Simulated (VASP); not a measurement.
Wanted: the native input for a VASP 6.6.1 run.

- Task: single point
- Functional: r2SCAN
- Potentials or basis: VASP PAW PBE potentials, release 64 (Hf_pv, O)
- Cutoff: 520 eV
- k mesh: 8 × 8 × 8
- Occupations: gaussian, width 0.02 eV
- Spin: no spin polarisation
- Dipole correction: no
- Further INCAR settings: ALGO = Normal; EDIFF = 1e-06; NBANDS = 18

The system is HfO2.

```
Hf O
1.0
     0.00000    2.52931    2.52931
     2.52931    0.00000    2.52931
     2.52931    2.52931    0.00000
Hf O
1 2
Direct
  0.00000 0.00000 0.00000
  0.75000 0.75000 0.75000
  0.25000 0.25000 0.25000
```

One way to write it, as run:

POSCAR

```
HfO2
1.0
    0.0000000000      2.5293068884      2.5293068884
    2.5293068884      0.0000000000      2.5293068884
    2.5293068884      2.5293068884      0.0000000000
Hf O
1 2
Direct
    0.0000000000      0.0000000000      0.0000000000
    0.7500000000      0.7500000000      0.7500000000
    0.2500000000      0.2500000000      0.2500000000
```

INCAR.step1

```
SYSTEM = HfO2
PREC = Accurate
ENCUT = 520
ISMEAR = 0
SIGMA = 0.02
LREAL = .False.
LASPH = .True.
NELM = 60
NBANDS = 18
GGA = PE
ALGO = Normal
EDIFF = 1E-4
LWAVE = .True.
LCHARG = .False.
```

INCAR.step2

```
SYSTEM = HfO2
PREC = Accurate
ENCUT = 520
EDIFF = 1E-6
ISMEAR = 0
SIGMA = 0.02
LREAL = .False.
LASPH = .True.
NELM = 60
ALGO = Normal
ISIF = 2
LWAVE = .False.
LCHARG = .False.
METAGGA = R2SCAN
LMIXTAU = .True.
NBANDS = 18
ISTART = 1
```

KPOINTS

```
Automatic mesh
0
Gamma
  8 8 8
  0 0 0
```

Potentials or basis: VASP PAW PBE potentials, release 64 (Hf_pv, O).

Command:

```sh
$ cat potpaw_PBE.64/Hf_pv/POTCAR potpaw_PBE.64/O/POTCAR > POTCAR
$ cp INCAR.step1 INCAR
$ mpirun -np 1 vasp_std > vasp.out
$ cp INCAR.step2 INCAR
$ mpirun -np 1 vasp_std > vasp.out
```

It gave:

```
Pressure               : -4.0 GPa
Band gap on the k mesh : 4.32 eV, direct
```

Caveat: the PAW data sets were made with another functional, which shifts forces and pressure a little; spin-orbit coupling is left out, which moves the levels of the heavy elements.

Wall time 68 s on 1 thread of Intel(R) Xeon(R) Platinum 8259CL CPU @ 2.50GHz (Skylake/Cascade Lake), on a shared host, peak memory 0.17 GiB.
